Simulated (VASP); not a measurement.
# SmZn3I2 (Pmm2) in VASP: notebook, part 2 of 2

VASP 6.6.1. Earlier steps stand in the parts before.

## Step 3: Single point, PBE

The input, INCAR:

```
  PREC = Accurate
  ENCUT = 500
  EDIFF = 1E-6
  ISMEAR = 0
  SIGMA = 0.1
  LREAL = False
  LASPH = True
  NELM = 200
  ALGO = Normal
  ISIF = 2
  LWAVE = False
  LCHARG = True
  GGA = PE
  LELF = True
  LVHAR = True
  NBANDS = 40
  GGA_COMPAT = False
  LMAXMIX = 6
```

The input, KPOINTS:

```
Automatic mesh
0
Gamma
  4 4 2
```

The input, POSCAR:

```
SmZn3I2
1.0
    4.4102806408      0.0000000000      0.0000000000
    0.0000000000      4.5380754138      0.0000000000
    0.0000000000      0.0000000000      9.0680717167
Sm Zn I
1 3 2
Direct
    0.0000000000      0.5000000000      0.6646528816
    0.5000000000      0.5000000000      0.1760809606
    0.5000000000      0.5000000000      0.8948683359
    0.0000000000      0.5000000000      0.3171839667
    0.0000000000      0.0000000000      0.9157133473
    0.5000000000      0.0000000000      0.5315004979
```

Potentials or basis: VASP PAW PBE potentials, release 64 (Sm_3, Zn, I), 4f in core.

Started as:

```bash
$ cat potpaw_PBE.64/Sm_3/POTCAR potpaw_PBE.64/Zn/POTCAR potpaw_PBE.64/I/POTCAR > POTCAR
$ mpirun -np 1 vasp_std > vasp.out
```

OUTCAR:

```text
PREC = Accurate
   ENCUT = 500
   EDIFF = 1E-6
   ISMEAR = 0
   LREAL = False
   LASPH = True
   NELM = 200
   ISIF = 2
   GGA = PE

 ion  position               nearest neighbor table
   1  0.000  0.500  0.665-   3 3.04   3 3.04   4 3.15   5 3.21   5 3.21   6 3.39   6 3.39   6 3.39
                             6 3.39
   2  0.500  0.500  0.176-   4 2.55   4 2.55   3 2.55
   3  0.500  0.500  0.895-   2 2.55   1 3.04   1 3.04   5 3.17   5 3.17   5 3.17   5 3.17
   4  0.000  0.500  0.317-   2 2.55   2 2.55   1 3.15
   5  0.000  0.000  0.916-   3 3.17   3 3.17   3 3.17   3 3.17   1 3.21   1 3.21
   6  0.500  0.000  0.532-   1 3.39   1 3.39   1 3.39   1 3.39

  LATTYP: Found a simple orthorhombic cell.
 ALAT       =     4.4102806408
 B/A-ratio  =     1.0289765626
 C/A-ratio  =     2.0561212438

  Lattice vectors:

 A1 = (   4.4102806408,   0.0000000000,   0.0000000000)
 A2 = (   0.0000000000,   4.5380754138,   0.0000000000)
 A3 = (   0.0000000000,   0.0000000000,   9.0680717167)

Analysis of symmetry for initial positions (statically):
=====================================================================
 Subroutine PRICEL returns:
 Original cell was already a primitive cell.

 Routine SETGRP: Setting up the symmetry group for a
 simple orthorhombic supercell.

 Subroutine GETGRP returns: Found  4 space group operations
 (whereof  4 operations were pure point group operations)
 out of a pool of  8 trial point group operations.

The static configuration has the point symmetry C_2v.

Analysis of symmetry for dynamics (positions and initial velocities):
=====================================================================
 Subroutine PRICEL returns:
 Original cell was already a primitive cell.

 Routine SETGRP: Setting up the symmetry group for a
 simple orthorhombic supercell.

 Subroutine GETGRP returns: Found  4 space group operations
 (whereof  4 operations were pure point group operations)
[... 123 lines left out ...]
     AMIX_MAG =   1.60;   BMIX_MAG =  1.00
  volume/ion in A,a.u.               =      30.25       204.13
  Fermi-wavevector in a.u.,A,eV,Ry     =   1.138240  2.150962 17.627574  1.295590
  Thomas-Fermi vector in A             =   2.274944
   LORBIT       =      0    0 simple, 1 ext, 2 COOP (PROOUT), +10 PAW based schemes
   GGA     = PE    functional components
   LHFCALC =     F    Hartree Fock is set to
   AEXX    =    0.0000 exact exchange contribution
   IVDW    =     0    specifies the selected vdW correction
   LEPSILON=     F    determine dielectric tensor
   LRPA    =     F    only Hartree local field effects (RPA)
 non-spin polarized calculation
 Gauss-broadening in eV      SIGMA  =   0.10
  energy-cutoff  :      500.00
  volume of cell :      181.49
 maximum number of plane-waves:      4624
   NGX = 17   NGY = 17   NGZ = 33

 number of electron      60.9999987 magnetization

 Free energy of the ion-electron system (eV)
  ---------------------------------------------------
  ext. energy  EPLUGINS =         0.00000000
  ---------------------------------------------------
  free energy    TOTEN  =       -12.54695363 eV

  energy without entropy =      -12.52260813  energy(sigma->0) =      -12.53478088

 E-fermi :   3.6231     XC(G=0):  -8.9598

 val. band max:        3.5825778288   @ k =   0.2500   0.0000   0.5000
 cond. band min:       3.6577539913   @ k =   0.2500   0.2500   0.5000
 fundamental gap:      0.0751761625
 Fermi energy:         3.6231093574

 k-point     1 :       0.0000    0.0000    0.0000
  band No.  band energies     occupation
      1     -38.8655      2.00000
      2     -18.3118      2.00000
      3     -18.2328      2.00000
      4     -18.1968      2.00000
      5     -10.8515      2.00000
      6     -10.4541      2.00000
[... 763 lines left out ...]
     39       6.9720      0.00000
     40       7.5329      0.00000

------------------------ aborting loop because EDIFF is reached ----------------------------------------

  FORCE on cell =-STRESS in cart. coord.  units (eV):
  Direction    XX          YY          ZZ          XY          YZ          ZX
  --------------------------------------------------------------------------------------
  -------------------------------------------------------------------------------------
  Total        0.1618867      0.2474442      0.1337505      0.0000000      0.0000000      0.0000000
  in kB        1.4291204      2.1844140      1.1807370      0.0000000      0.0000000      0.0000000
  external PRESSURE =       1.5980905 kB  Pullay stress =       0.0000000 kB

 VOLUME and BASIS-vectors are now :
 -----------------------------------------------------------------------------
  energy-cutoff  :      500.00
  volume of cell :      181.49
      direct lattice vectors                 reciprocal lattice vectors
     4.410280641  0.000000000  0.000000000     0.226742940  0.000000000  0.000000000
     0.000000000  4.538075414  0.000000000     0.000000000  0.220357731  0.000000000
     0.000000000  0.000000000  9.068071717     0.000000000  0.000000000  0.110277028

 POSITION                                       TOTAL-FORCE (eV/Angst)
 -----------------------------------------------------------------------------------
      0.00000      2.26904      6.02712         0.000000      0.000000     -0.056044
      2.20514      2.26904      1.59671         0.000000      0.000000      0.002827
      2.20514      2.26904      8.11473         0.000000      0.000000      0.040463
      0.00000      2.26904      2.87625         0.000000      0.000000      0.051069
      0.00000      0.00000      8.30375         0.000000      0.000000     -0.012053
      2.20514      0.00000      4.81968         0.000000      0.000000     -0.026262
 -----------------------------------------------------------------------------------
    total drift:                                0.000000     -0.000000      0.000533

  FREE ENERGIE OF THE ION-ELECTRON SYSTEM (eV)
  ---------------------------------------------------
  free  energy   TOTEN  =       -12.5469536349 eV

  energy  without entropy=      -12.5226081301  energy(sigma->0) =      -12.53478088
```

stdout:

```text
POSCAR found type information on POSCAR SmZnI
 POSCAR found :  3 types and       6 ions
 scaLAPACK will be used
 LDA part: xc-table for (Slater+PW92), standard interpolation
 POSCAR, INCAR and KPOINTS ok, starting setup
 FFT: planning ... GRIDC
 FFT: planning ... GRID_SOFT
 FFT: planning ... GRID
 WAVECAR not read
 entering main loop
```

It took 75 s on 1 thread of AMD EPYC 9R45 (Zen 5), shared host; peak memory 0.3 GiB.

What came out:

```yaml
Free_energy: -12.5470 eV
Pressure: 0.2 GPa
Largest_force: 0.056 eV/Å
Band_gap_on_the_k_mesh: zero (an odd number of electrons rules out a gap without spin polarisation)
```

Forces in eV/Å, atoms in the order of the input:
```
Sm   0.000  0.000 -0.056
Zn   0.000  0.000  0.003
Zn   0.000  0.000  0.040
Zn   0.000  0.000  0.051
I    0.000  0.000 -0.012
I    0.000  0.000 -0.026
```

Stress tensor (GPa, compression positive):
```
0.14 0.00 0.00
0.00 0.22 0.00
0.00 0.00 0.12
```

Caveat: spin-orbit coupling is left out, which moves the levels of the heavy elements; the 4f electrons are frozen in the core, so they carry no moment and show no levels; an odd number of electrons without spin polarisation forces a metal; a magnetic or distorted state may lie lower; the run has no spin polarisation, though such a crystal can be magnetic.
